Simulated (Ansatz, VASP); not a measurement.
# C in VASP and in Ansatz

```
CELL_PARAMETERS angstrom
-2.28128 2.28128 2.05004
2.28128 -2.28128 2.05004
2.28128 2.28128 -2.05004
ATOMIC_POSITIONS crystal
C 0.75543 0.11320 0.23211
C 0.88109 0.52332 0.76789
C 0.11320 0.75543 0.23211
C 0.47668 0.24457 0.35776
C 0.88680 0.11891 0.64224
C 0.52332 0.88109 0.76789
C 0.24457 0.47668 0.35776
C 0.11891 0.88680 0.64224
```

Alike in both runs: task relaxation of cell and atoms; functional PBE; k mesh 6 × 6 × 6; occupations gaussian, width 0.1 eV; no spin polarisation.

|  | VASP | Ansatz |
| --- | --- | --- |
| version | VASP 6.6.1 | Ansatz 0.2.0 |
| potentials or method | VASP PAW PBE potentials, release 64 (C), cutoff 600 eV | scalar-relativistic, plane waves, PAW |
| valence electrons in the cell | 32 | 32 |

|  | VASP | Ansatz | Ansatz less VASP |
| --- | --- | --- | --- |
| gap on the k mesh at the Fermi level, each at its own relaxed structure (eV) | 0.48 | 0.49 | +0.006 |
| relaxed volume (Å³/atom) | 6.24 | 6.23 | -0.012 |
| relaxed cell length with the largest relative difference (Å) | 4.029 | 4.027 | -0.0025 |

Noted on VASP's run: the volume moved by over 15 % at a fixed basis, so the end points are rough.
